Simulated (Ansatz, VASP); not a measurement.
## TaBi in VASP and in Ansatz

Contents of INCAR:

```
ALGO = Normal
EDIFF = 1E-7
ENCUT = 520
GGA = PS
ISIF = 2
ISMEAR = 0
LASPH = T
LCHARG = F
LREAL = F
LWAVE = F
NBANDS = 20
NELM = 100
PREC = Accurate
SIGMA = 0.05
```

KPOINTS

```
k-points
0
Gamma
  10 10 10
```

The input POSCAR:

```
TaBi
1.0
    0.0000000000      2.8327005159      2.8327005159
    2.8327005159      0.0000000000      2.8327005159
    2.8327005159      2.8327005159      0.0000000000
Ta Bi
1 1
Direct
    0.5000000000      0.5000000000      0.5000000000
    0.0000000000      0.0000000000      0.0000000000
```

Input for Ansatz:

```yaml
crystal:
  lattice:
    - [0.0, 2.8327005159, 2.8327005159]
    - [2.8327005159, 0.0, 2.8327005159]
    - [2.8327005159, 2.8327005159, 0.0]
  atoms:
    - { symbol: Ta, position: [0.5, 0.5, 0.5] }
    - { symbol: Bi, position: [0.0, 0.0, 0.0] }
basis:
  ecutwfc: 420
  ecutrho_ratio: 4
kpoints:
  mp_grid: { grid: [10, 10, 10] }
hamiltonian:
  xc: pbesol
scf:
  occupations: { method: gaussian, width: 0.05 }
output:
  forces: true
  stress: true
  eigenvalues: true
```

Alike in both runs: task single point; functional PBEsol; k mesh 10 × 10 × 10; occupations gaussian, width 0.05 eV; no spin polarisation.

|  | VASP | Ansatz |
| --- | --- | --- |
| version | VASP 6.6.1 | Ansatz 0.2.0 |
| potentials or method | VASP PAW PBE potentials, release 64 (Ta_pv, Bi_d), cutoff 520 eV | scalar-relativistic, plane waves, PAW |
| valence electrons in the cell | 26 | 28 |

|  | VASP | Ansatz | Ansatz less VASP |
| --- | --- | --- | --- |
| gap on the k mesh at the Fermi level (eV) | none | none | - |
| pressure (GPa) | 5.0 | 5.0 | -0.03 |

VASP's potentials were made for PBE, not for PBEsol. A gap of «none» marks a metal or a gap that the smearing closes. The functional is the same, so the differences come from potentials, cutoffs and numerics. VASP's potentials hold 26 valence electrons a cell and Ansatz's 28, so a difference there can come from the potentials and not from the codes.

Neither program's run includes spin-orbit coupling.
